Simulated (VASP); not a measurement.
# CdTe in VASP: single point with PBE

Aim: the single point of CdTe with PBE.

Program: VASP 6.6.1. These are calculated values, not measurements. Logs are shortened: lines on timing, memory, paths and dates and some standing lists are left out, and cuts for length are marked.

### 1 The cell of the first run

The cell holds a slab with vacuum, 4 atoms: a = 4.679 Å, b = 4.679 Å, c = 18.776 Å, α = 90.00°, β = 90.00°, γ = 120.00°.

### 2 Single point, PBE

Input file INCAR:

```
ALGO = Normal ; DIPOL = 0.5 0.5 0.501
EDIFF = 1E-6 ; ENCUT = 520
GGA = PE ; IDIPOL = 3
ISIF = 2 ; ISMEAR = 0
LASPH = T ; LCHARG = F
LDIPOL = T ; LREAL = F
LWAVE = F ; NBANDS = 26
NELM = 60 ; PREC = Accurate
SIGMA = 0.05
```

Input file KPOINTS:

```
k-points
0
Gamma
  6 6 1
```

Input file POSCAR:

```
CdTe
1.0
    4.6794578583      0.0000000000      0.0000000000
   -2.3397289292      4.0525293812      0.0000000000
    0.0000000000      0.0000000000     18.7759516774
Te Cd
2 2
Direct
    0.0000000000      0.0000000000      0.3728173208
    0.3333333333      0.6666666667      0.5915451482
    0.3333333333      0.6666666667      0.4236903925
    0.6666666667      0.3333333333      0.6167851454
```

Potentials or basis: VASP PAW PBE potentials, release 64 (Te, Cd).

Started as:

```sh
$ cat potpaw_PBE.64/Te/POTCAR potpaw_PBE.64/Cd/POTCAR > POTCAR
$ mpirun -np 1 vasp_std > vasp.out
```

OUTCAR:

```text
EDIFF = 1E-6
   ENCUT = 520
   GGA = PE
   ISIF = 2
   ISMEAR = 0
   LASPH = T
   LREAL = F
   NELM = 60
   PREC = Accurate

 ion  position               nearest neighbor table
   1  0.000  0.000  0.373-   3 2.87   3 2.87   3 2.87
   2  0.333  0.667  0.592-   4 2.74   4 2.74   4 2.74   3 3.15
   3  0.333  0.667  0.424-   1 2.87   1 2.87   1 2.87   2 3.15
   4  0.667  0.333  0.617-   2 2.74   2 2.74   2 2.74

  LATTYP: Found a hexagonal cell.
 ALAT       =     4.6794578583
 C/A-ratio  =     4.0124202944

  Lattice vectors:

 A1 = (   4.6794578583,   0.0000000000,   0.0000000000)
 A2 = (  -2.3397289292,   4.0525293812,   0.0000000000)
 A3 = (   0.0000000000,   0.0000000000,  18.7759516774)

Analysis of symmetry for initial positions (statically):
=====================================================================
 Subroutine PRICEL returns:
 Original cell was already a primitive cell.

 Routine SETGRP: Setting up the symmetry group for a
 hexagonal supercell.

 Subroutine GETGRP returns: Found  6 space group operations
 (whereof  6 operations were pure point group operations)
 out of a pool of 24 trial point group operations.

The static configuration has the point symmetry C_3v.

Analysis of symmetry for dynamics (positions and initial velocities):
=====================================================================
 Subroutine PRICEL returns:
 Original cell was already a primitive cell.

 Routine SETGRP: Setting up the symmetry group for a
 hexagonal supercell.

 Subroutine GETGRP returns: Found  6 space group operations
 (whereof  6 operations were pure point group operations)
 out of a pool of 24 trial point group operations.

The dynamic configuration has the point symmetry C_3v.

 Subroutine INISYM returns: Found  6 space group operations
 (whereof  6 operations are pure point group operations),
 and found     1 'primitive' translations

----------------------------------------------------------------------------------------

                                     Primitive cell

  volume of cell :     356.0604

  direct lattice vectors                    reciprocal lattice vectors
     4.679457858  0.000000000  0.000000000     0.213699969  0.123379735  0.000000000
    -2.339728929  4.052529381  0.000000000     0.000000000  0.246759469  0.000000000
     0.000000000  0.000000000 18.775951677     0.000000000  0.000000000  0.053259617

  length of vectors
     4.679457858  4.679457858 18.775951677     0.246759469  0.246759469  0.053259617

  position of ions in fractional coordinates (direct lattice)
     0.000000000  0.000000000  0.372817321
     0.333333333  0.666666667  0.591545148
     0.333333333  0.666666667  0.423690392
     0.666666667  0.333333333  0.616785145

  ion indices of the primitive-cell ions
   primitive index   ion index
                 1           1
                 2           2
                 3           3
                 4           4

----------------------------------------------------------------------------------------

 KPOINTS: k-points

Automatic generation of k-mesh.
 Grid dimensions read from file:
 generate k-points for:    6    6    1

 Generating k-lattice:

  Cartesian coordinates                     Fractional coordinates (reciprocal lattice)
     0.035616662  0.020563289  0.000000000     0.166666667 -0.000000000  0.000000000
     0.000000000  0.041126578  0.000000000     0.000000000  0.166666667  0.000000000
     0.000000000  0.000000000  0.053259617     0.000000000  0.000000000  1.000000000

  Length of vectors
     0.041126578  0.041126578  0.053259617

  Shift w.r.t. Gamma in fractional coordinates (k-lattice)
     0.000000000  0.000000000  0.000000000

 Subroutine IBZKPT returns following result:
 ===========================================

 Found      7 irreducible k-points:

 Following reciprocal coordinates:
            Coordinates               Weight
  0.000000  0.000000  0.000000      1.000000
  0.166667  0.000000  0.000000      6.000000
  0.333333  0.000000  0.000000      6.000000
  0.500000  0.000000  0.000000      3.000000
  0.166667  0.166667  0.000000      6.000000
  0.333333  0.166667  0.000000     12.000000
  0.333333  0.333333  0.000000      2.000000
   k-points           NKPTS =      7   k-points in BZ     NKDIM =      7   number of bands    NBANDS=     26
   number of dos      NEDOS =    301   number of ions     NIONS =      4
   total plane-waves  NPLWV = 181440
   dimension x,y,z NGX =    36 NGY =   36 NGZ =  140
   dimension x,y,z NGXF=    72 NGYF=   72 NGZF=  280
   ions per type =               2   2
   NGX,Y,Z   is equivalent  to a cutoff of  12.79, 12.79, 12.40 a.u.
   NGXF,Y,Z  is equivalent  to a cutoff of  25.58, 25.58, 24.79 a.u.
 SYSTEM =  unknown system
   PREC   = accura    normal or accurate (medium, high low for compatibility)
   ISTART =      0    job   : 0-new  1-cont  2-samecut
   ICHARG =      2    charge: 1-file 2-atom 10-const
   ISPIN  =      1    spin polarized calculation?
   LNONCOLLINEAR =      F non collinear calculations
   LSORBIT =      F    spin-orbit coupling
   LASPH  =      T    aspherical Exc in radial PAW
   ENCUT  =  520.0 eV  38.22 Ry    6.18 a.u.   8.70  8.70 34.91*2*pi/ulx,y,z
   NELM   =     60;   NELMIN=  2; NELMDL= -5     # of ELM steps
   EDIFF  = 0.1E-05   stopping-criterion for ELM
   LREAL  =      F    real-space projection
   EDIFFG = 0.1E-04   stopping-criterion for IOM
   NSW    =      0    number of steps for IOM
   IBRION =     -1    ionic relax: 0-MD 1-quasi-New 2-CG
   NFREE  =      0    steps in history (QN), initial steepest desc. (CG)
   ISIF   =      2    stress and relaxation
   ISYM   =      2    0-nonsym 1-usesym 2-fastsym
   POTIM  = 0.5000    time-step for ionic-motion
   TEBEG  =    0.0;   TEEND  =   0.0 temperature during run
   PSTRESS=    0.0 pullay stress
   NELECT =      36.0000    total number of electrons
   NUPDOWN=      -1.0000    fix difference up-down
   EMIN   =  10.00;   EMAX   =-10.00  energy-range for DOS
   EFERMI =   0.00;   METHOD = LEGACY
   ISMEAR =     0;   SIGMA  =   0.05  broadening in eV -4-tet -1-fermi 0-gaus
   EFERMI_NEDOS =   21; number of points for ismear=-14 and -15
   IALGO  =     38    algorithm
   IMIX   =      4    mixing-type and parameters
     AMIX     =   0.40;   BMIX     =  1.00
     AMIX_MAG =   1.60;   BMIX_MAG =  1.00
  volume/ion in A,a.u.               =      89.02       600.70
  Fermi-wavevector in a.u.,A,eV,Ry     =   0.762666  1.441230  7.913959  0.581660
  Thomas-Fermi vector in A             =   1.862178
   LORBIT       =      0    0 simple, 1 ext, 2 COOP (PROOUT), +10 PAW based schemes
   GGA     = PE    functional components
   LHFCALC =     F    Hartree Fock is set to
   AEXX    =    0.0000 exact exchange contribution
   IVDW    =     0    specifies the selected vdW correction
   LEPSILON=     F    determine dielectric tensor
   LRPA    =     F    only Hartree local field effects (RPA)
 non-spin polarized calculation
 Gauss-broadening in eV      SIGMA  =   0.05
  energy-cutoff  :      520.00
  volume of cell :      356.06
 maximum number of plane-waves:      9613
 NGX is ok and might be reduce to    36
   NGX = 17   NGY = 17   NGZ = 69

 number of electron      36.0000003 magnetization

 dipolmoment           0.000000      0.000000     -0.263202 electrons x Angstroem

 Free energy of the ion-electron system (eV)
  ---------------------------------------------------
  ext. energy  EPLUGINS =         0.00000000
  ---------------------------------------------------
  free energy    TOTEN  =        -8.70423052 eV

  energy without entropy =       -8.70266332  energy(sigma->0) =       -8.70344692

 E-fermi :  -1.6530     XC(G=0):  -3.9979

 val. band max:       -1.6530008599   @ k =   0.0000   0.0000   0.0000
 cond. band min:      -1.6530008032   @ k =   0.0000   0.0000   0.0000
 fundamental gap:      0.0000000567
 Fermi energy:        -1.6530008315

 k-point     1 :       0.0000    0.0000    0.0000
  band No.  band energies     occupation
      1     -13.9656      2.00000
      2     -11.8325      2.00000
      3     -11.4515      2.00000
      4     -11.4515      2.00000
      5     -11.1633      2.00000
      6     -11.1633      2.00000
[... 18 lines left out ...]
     25       3.0402      0.00000
     26       3.4909      0.00000

 k-point     2 :       0.1667    0.0000    0.0000
  band No.  band energies     occupation
      1     -13.8931      2.00000
      2     -11.7766      2.00000
      3     -11.4191      2.00000
      4     -11.4157      2.00000
      5     -11.1769      2.00000
      6     -11.1641      2.00000
[... 18 lines left out ...]
     25       2.8242      0.00000
     26       3.5016      0.00000

 k-point     3 :       0.3333    0.0000    0.0000
  band No.  band energies     occupation
      1     -13.7487      2.00000
      2     -11.6691      2.00000
      3     -11.3529      2.00000
      4     -11.3225      2.00000
      5     -11.1984      2.00000
      6     -11.1642      2.00000
[... 18 lines left out ...]
     25       3.8379      0.00000
     26       3.9366      0.00000

 k-point     4 :       0.5000    0.0000    0.0000
  band No.  band energies     occupation
      1     -13.6777      2.00000
      2     -11.6182      2.00000
      3     -11.3198      2.00000
      4     -11.2749      2.00000
      5     -11.2016      2.00000
      6     -11.1628      2.00000
[... 18 lines left out ...]
     25       4.0083      0.00000
     26       4.3118      0.00000

 k-point     5 :       0.1667    0.1667    0.0000
  band No.  band energies     occupation
      1     -13.7846      2.00000
      2     -11.6954      2.00000
      3     -11.3803      2.00000
      4     -11.3393      2.00000
      5     -11.1934      2.00000
      6     -11.1658      2.00000
[... 18 lines left out ...]
     25       3.2395      0.00000
     26       3.6950      0.00000

 k-point     6 :       0.3333    0.1667    0.0000
  band No.  band energies     occupation
      1     -13.6780      2.00000
      2     -11.6186      2.00000
      3     -11.3260      2.00000
      4     -11.2763      2.00000
      5     -11.2037      2.00000
      6     -11.1688      2.00000
[... 18 lines left out ...]
     25       3.4965      0.00000
     26       4.2375      0.00000

 k-point     7 :       0.3333    0.3333    0.0000
  band No.  band energies     occupation
      1     -13.6435      2.00000
      2     -11.5945      2.00000
      3     -11.3010      2.00000
      4     -11.2710      2.00000
      5     -11.2038      2.00000
      6     -11.1790      2.00000
[... 18 lines left out ...]
     25       3.7940      0.00000
     26       4.0621      0.00000

------------------------ aborting loop because EDIFF is reached ----------------------------------------

 vacuum level on the upper side and lower side of the slab       (xc-potential included)        -1.438         0.999

  FORCE on cell =-STRESS in cart. coord.  units (eV):
  Direction    XX          YY          ZZ          XY          YZ          ZX
  --------------------------------------------------------------------------------------
  -------------------------------------------------------------------------------------
  Total        0.4336674      0.4336674     -0.3824690     -0.0000000      0.0000000     -0.0000000
  in kB        1.9513883      1.9513883     -1.7210089     -0.0000000      0.0000000     -0.0000000
  external PRESSURE =       0.7272559 kB  Pullay stress =       0.0000000 kB

 VOLUME and BASIS-vectors are now :
 -----------------------------------------------------------------------------
  energy-cutoff  :      520.00
  volume of cell :      356.06
      direct lattice vectors                 reciprocal lattice vectors
     4.679457858  0.000000000  0.000000000     0.213699969  0.123379735  0.000000000
    -2.339728929  4.052529381  0.000000000     0.000000000  0.246759469  0.000000000
     0.000000000  0.000000000 18.775951677     0.000000000  0.000000000  0.053259617

 POSITION                                       TOTAL-FORCE (eV/Angst)
 -----------------------------------------------------------------------------------
      0.00000      0.00000      7.00000         0.000000     -0.000000      0.440848
     -0.00000      2.70169     11.10682         0.000000      0.000000      0.002603
     -0.00000      2.70169      7.95519         0.000000     -0.000000     -0.447620
      2.33973      1.35084     11.58073        -0.000000      0.000000      0.004169
 -----------------------------------------------------------------------------------
    total drift:                                0.000000     -0.000000     -0.001420

  FREE ENERGIE OF THE ION-ELECTRON SYSTEM (eV)
  ---------------------------------------------------
  free  energy   TOTEN  =        -8.7042305163 eV

  energy  without entropy=       -8.7026633230  energy(sigma->0) =       -8.70344692

 vacuum level on the upper side and lower side of the slab         1.397         3.896
```

Run time: 3.5 min. Hardware: 1 thread of Intel Xeon 8259CL, shared host; peak memory 0.45 GiB.

Results:

```yaml
Free_energy: -8.7042 eV
Largest_force: 0.448 eV/Å
Band_gap_on_the_k_mesh: zero (filled and empty bands touch)
```

Forces on the atoms (eV/Å):
```
Te   0.000  0.000  0.441
Te   0.000  0.000  0.003
Cd   0.000  0.000 -0.448
Cd   0.000  0.000  0.004
```

Levels at points of the mesh, in eV from the Fermi level:
```
           k point  band 14  band 15  band 16  band 17  band 18  band 19  band 20  band 21  band 22  band 23
(0.00, 0.00, 0.00)    -1.88    -1.88    -1.53    -0.31     0.00     0.00     1.46     2.38     3.57     3.57
(0.50, 0.00, 0.00)    -3.80    -2.97    -2.30    -0.88    -0.73     0.85     1.72     2.41     3.74     4.66
```

Caveat: spin-orbit coupling is left out, which moves the levels of the heavy elements.
